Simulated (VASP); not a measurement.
BeS: relaxation of cell and atoms with LDA

BeS:

```xyz
2
Lattice="2.3982 2.3982 0.0000 -2.3982 2.3982 0.0000 0.0000 2.3982 2.3982" Properties=species:S:1:pos:R:3 pbc="T T T"
Be    0.0000    0.0000    0.0000
S     1.1991    3.5973    1.1991
```

```yaml
Program: VASP 6.6.1
Task: relaxation of cell and atoms
Functional: LDA
Potentials_or_basis: VASP PAW LDA potentials, release 64 (Be, S)
Cutoff: 600 eV
k_mesh: 8 × 8 × 8
Occupations: gaussian, width 0.01 eV
Spin: no spin polarisation
Target_pressure: 10 GPa
Dipole_correction: no
Further_INCAR_settings: ALGO = Normal; EDIFF = 1e-07; IBRION = 2; EDIFFG = -0.002; NSW = 100; ISIF = 3
```

| Quantity | Value |
| --- | --- |
| Relaxed volume | 12.69 Å³/atom |
| Relaxed cell | a = 3.299 Å, b = 3.299 Å, c = 3.299 Å, α = 60.00°, β = 60.00°, γ = 90.00° |
| Space group after relaxing (to 0.05 Å) | F-43m (No. 216) |
| Energy change on relaxing (the enthalpy is what falls) | +32.3 meV/atom |
| Ionic steps | 3 |
| Pressure after relaxing | 10.0 GPa |
| Band gap on the k mesh | 2.63 eV, indirect (least direct gap 5.47 eV) |

The path:
```tsv
step	energy change (eV)	largest force (eV/Å)	pressure (GPa)	volume (Å³)
1	0.0000	0.0000	0.06	27.58
2	0.1528	0.0000	16.45	24.31
3	0.0646	0.0000	9.99	25.39
```

Final structure:
```xyz
2
Lattice="2.3327 2.3327 0.0000 -2.3327 2.3327 0.0000 0.0000 2.3327 2.3327" Properties=species:S:1:pos:R:3 pbc="T T T"
Be    0.0000    0.0000    0.0000
S     1.1663    3.4990    1.1663
```

Levels at points of the mesh, in eV from the valence-band top:
| k point | band 1 | band 2 | band 3 | band 4 | band 5 | band 6 | band 7 | band 8 |
| --- | --- | --- | --- | --- | --- | --- | --- | --- |
| (0.00, 0.00, 0.00) | -14.49 | 0.00 | 0.00 | 0.00 | 5.47 | 5.47 | 5.47 | 6.70 |
| (0.50, 0.00, 0.00) | -12.52 | -6.64 | -1.22 | -1.22 | 5.79 | 6.39 | 6.39 | 11.44 |
| (0.50, 0.50, 0.00) | -11.86 | -5.67 | -3.10 | -3.10 | 2.63 | 4.68 | 13.56 | 13.56 |

Run time: 14 s on 1 thread of AMD EPYC 7R43 64-Core Processor (Zen 3) (shared host), peak memory 0.11 GiB.

Caveat: the cell is relaxed towards a set pressure, so the enthalpy falls and the energy may rise. Zero-point motion and thermal expansion aren't in these numbers.
